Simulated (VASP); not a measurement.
A run of VASP 6.6.1 is set up as follows.

Contents of INCAR:

```
ALGO     = Normal         # electronic algorithm
EDIFF    = 1E-7           # SCF threshold, eV
ENCUT    = 520            # plane-wave cutoff, eV
GGA      = PE             # functional
ISIF     = 2              # what is computed and relaxed
ISMEAR   = -1             # smearing method
LASPH    = True           # aspherical terms in the spheres
LCHARG   = False          # write CHGCAR
LREAL    = False          # projectors in reciprocal space
LWAVE    = False          # write WAVECAR
NBANDS   = 15             # bands
NELM     = 80             # most SCF steps
PREC     = Accurate       # precision mode
SIGMA    = 0.03           # smearing width, eV
```

KPOINTS

```
k-points
0
Gamma
  7 7 7
```

The input POSCAR:

```
TiC
1.0
    0.0000000000      2.1657188437      2.1657188437
    2.1657188437      0.0000000000      2.1657188437
    2.1657188437      2.1657188437      0.0000000000
Ti C
1 1
Direct
    0.0000000000      0.0000000000      0.0000000000
    0.5000000000      0.5000000000      0.5000000000
```

Potentials or basis: VASP PAW PBE potentials, release 64 (Ti_sv, C).

Command:

```bash
$ cat potpaw_PBE.64/Ti_sv/POTCAR potpaw_PBE.64/C/POTCAR > POTCAR
$ mpirun -np 1 vasp_std > vasp.out
```

(1) Estimate the pressure.

(2) What does it give for the band gap on the k mesh?

Results:

(1) 0.6 GPa.

(2) zero (band 8 reaches 10.10 eV, above the bottom of band 9 at 9.01 eV).
